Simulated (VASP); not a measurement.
Wanted: the native input for a VASP 6.6.1 run.

| Property | Result |
| --- | --- |
| Task | electric field gradients |
| Functional | LDA |
| Potentials or basis | VASP PAW LDA potentials, release 64 (In_d, Sb) |
| Cutoff | 520 eV |
| k mesh | 6 × 6 × 11 |
| Occupations | fermi-dirac, width 0.08 eV |
| Spin | no spin polarisation |
| Dipole correction | no |
| Further INCAR settings | ALGO = Normal; EDIFF = 1e-08; NBANDS = 26 |

The structure of InSb lies in POSCAR:

```
InSb
1.0
    5.3747974729      0.0000000000      0.0000000000
    0.0000000000      5.7309768836      0.0000000000
    0.0000000000      0.0000000000      3.0731761545
In Sb
2 2
Direct
    0.0000000000      0.0000000000      0.0000000000
    0.5000000000      0.5000000000      0.0000000000
    0.5000000000      0.0000000000      0.8350000000
    0.0000000000      0.5000000000      0.1650000000
```

This cell differs from its parent crystal: volume scaled by 1.01.

These files were run (other wordings do the same):

INCAR

```
SYSTEM = InSb
  ALGO = Normal
  EDIFF = 1E-8
  ENCUT = 520
  ISIF = 2
  ISMEAR = -1
  LASPH = .TRUE.
  LCHARG = .FALSE.
  LEFG = .TRUE.
  LREAL = .FALSE.
  LWAVE = .FALSE.
  NBANDS = 26
  NELM = 60
  PREC = Accurate
  SIGMA = 0.08
```

KPOINTS

```
k-points
0
G
  6 6 11
  0 0 0
```

Potentials or basis: VASP PAW LDA potentials, release 64 (In_d, Sb).

Launch:

```bash
$ cat potpaw_LDA.64/In_d/POTCAR potpaw_LDA.64/Sb/POTCAR > POTCAR
$ mpirun -np 1 vasp_std > vasp.out
```

It gave:

```
Pressure               : 10.8 GPa
Largest force          : 0.589 eV/Å
Band gap on the k mesh : zero (band 18 reaches 10.87 eV, above the bottom of band 19 at 7.62 eV)
```

Caveat: without QUAD_EFG the Cq values of the log hold for a quadrupole moment of 1 mb, not for the nuclei; spin-orbit coupling is left out, which moves the levels of the heavy elements.

Wall time 2 min on 1 thread of AMD EPYC 9R45 96-Core Processor (Zen 5) (shared host), peak memory 0.29 GiB.
